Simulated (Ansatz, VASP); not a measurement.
# One calculation of C, two programs

```xyz
2
Lattice="-0.0821 2.0768 3.3161 1.1778 -0.0686 3.3296 1.1961 2.1086 -0.0503" Properties=species:S:1:pos:R:3 pbc="T T T"
C     1.1671    0.6404    3.3189
C     1.1246    3.4763    3.2764
```

Change from the starting cell: equal xy, yz and zx shear strains of -3 %, PAW files.

Alike in both runs: task electric field gradients; functional PBEsol; k mesh 18 × 18 × 18; occupations fermi-dirac, width 0.05 eV; no spin polarisation.

|  | VASP | Ansatz |
| --- | --- | --- |
| version | VASP 6.6.1 | Ansatz 0.2.0 |
| potentials or method | VASP PAW PBE potentials, release 64 (C) | PAW with Ansatz's default frozen-core files, scalar-relativistic |
| plane-wave cutoff (eV) | 520 | 420 |
| valence electrons in the cell | 8 | 8 |

```csv
,VASP,Ansatz,Ansatz less VASP
pressure (GPa),2.4,1.7,-0.69
"traceless stress, the component that is largest in VASP (GPa)",13.70,13.65,-0.050
rms of the force components (eV/Å),0.221,0.216,-0.0043
size of Vzz on the site where it differs most (V/Å²),31.8,24.3,-7.49
```

VASP's potentials were made for PBE, not for PBEsol. Atom by atom the forces differ by 0.004 eV/Å (rms over components).
